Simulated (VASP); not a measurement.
Set up this calculation in VASP 6.6.1, as the native input.

```yaml
Task: single point
Functional: PBEsol
Potentials_or_basis: VASP PAW PBE potentials, release 64 (Sc_sv, Al, N)
Cutoff: 600 eV
k_mesh: 8 × 6 × 8
Occupations: gaussian, width 0.02 eV
Spin: no spin polarisation
Dipole_correction: no
Further_INCAR_settings: ALGO = Normal; EDIFF = 1e-06; NBANDS = 30
```

The structure of ScAl3N4 (sol2) lies in POSCAR:

```
ScAl3N4
1.0
   -3.0995184871      0.0000000000      0.0000000000
    0.0000000000      5.4132373836     -0.0023349435
    1.5497592435     -2.7046682926     -5.2812152138
Sc Al N
1 3 4
Direct
   -0.0041538317      0.3251652814     -0.0083076635
    0.5003622889      0.8365531422      0.0007245779
    0.7512989084      0.4178399018      0.5025978168
    0.2424710849      0.9100182423      0.4849421698
    0.7989188960      0.1297493299      0.5978377921
    0.3132461294      0.6507873982      0.6264922588
    0.5725757744      0.2237898605      0.1451515488
    0.0612807497      0.7420968440      0.1225614994
```

This cell differs from its parent crystal: strained cell.

The input as run:

INCAR

```
PREC = Accurate
ENCUT = 600
EDIFF = 1E-6
ISMEAR = 0
SIGMA = 0.02
LREAL = False
LASPH = True
NELM = 120
ALGO = Normal
ISIF = 2
LWAVE = False
LCHARG = True
GGA = PS
LELF = True
LVHAR = True
NBANDS = 30
GGA_COMPAT = False
```

KPOINTS

```
regular mesh
0
Gamma
  8 6 8
```

Potentials or basis: VASP PAW PBE potentials, release 64 (Sc_sv, Al, N).

The run is started by

```bash
$ cat potpaw_PBE.64/Sc_sv/POTCAR potpaw_PBE.64/Al/POTCAR potpaw_PBE.64/N/POTCAR > POTCAR
$ mpirun -np 1 vasp_std > vasp.out
```

It gave:

* Pressure: 5.2 GPa
* Largest force: 0.070 eV/Å
* Band gap on the k mesh: 3.83 eV, indirect (least direct gap 3.93 eV)

Caveat: the cell differs from its parent crystal (strained cell); the PAW data sets were made with another functional, which shifts forces and pressure a little.

It took 9.3 min on 1 thread of AMD EPYC 9R45 (Zen 5), with other jobs on the host, peak memory 0.44 GiB.
